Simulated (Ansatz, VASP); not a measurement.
One calculation of Si, two programs

Contents of INCAR:

```
  ALGO = Normal
  EDIFF = 1E-6
  ENCUT = 520
  GGA = PE
  ISIF = 2
  ISMEAR = -1
  LASPH = True
  LCHARG = False
  LREAL = False
  LWAVE = False
  NBANDS = 8
  NELM = 60
  PREC = Accurate
  SIGMA = 0.05
```

KPOINTS

```
k-points
0
Gamma
  18 18 18
```

File POSCAR:

```
Si
1.0
    0.0000000000      1.8843146745      1.8843146745
    1.8843146745      0.0000000000      1.8843146745
    1.8843146745      1.8843146745      0.0000000000
Si
1
Direct
    0.0000000000      0.0000000000      0.0000000000
```

Input for Ansatz:

```yaml
crystal:
  lattice:
    - [0.0, 1.8843146745, 1.8843146745]
    - [1.8843146745, 0.0, 1.8843146745]
    - [1.8843146745, 1.8843146745, 0.0]
  atoms:
    - { symbol: Si, position: [0.0, 0.0, 0.0] }
kpoints:
  mp_grid: { grid: [18, 18, 18] }
scf:
  occupations: { method: fermi_dirac, width: 0.05 }
hamiltonian:
  xc: pbe
  pseudopotentials: { kind: paw }
output:
  forces: true
  stress: true
  eigenvalues: true
  populations: true
```

Change from the starting cell: volume scaled by 0.92, PAW files.

Alike in both runs: task single point; functional PBE; k mesh 18 × 18 × 18; occupations fermi-dirac, width 0.05 eV; no spin polarisation.

|  | VASP | Ansatz |
| --- | --- | --- |
| version | VASP 6.6.1 | Ansatz 0.2.0 |
| potentials or method | VASP PAW PBE potentials, release 64 (Si) | PAW with Ansatz's default frozen-core files, scalar-relativistic |
| plane-wave cutoff (eV) | 520 | 420 |
| valence electrons in the cell | 4 | 4 |

```csv
,VASP,Ansatz,Ansatz less VASP
pressure (GPa),8.1,8.1,+0.05
```

With one functional, cell and mesh, what is left measures potentials, basis and numerics.
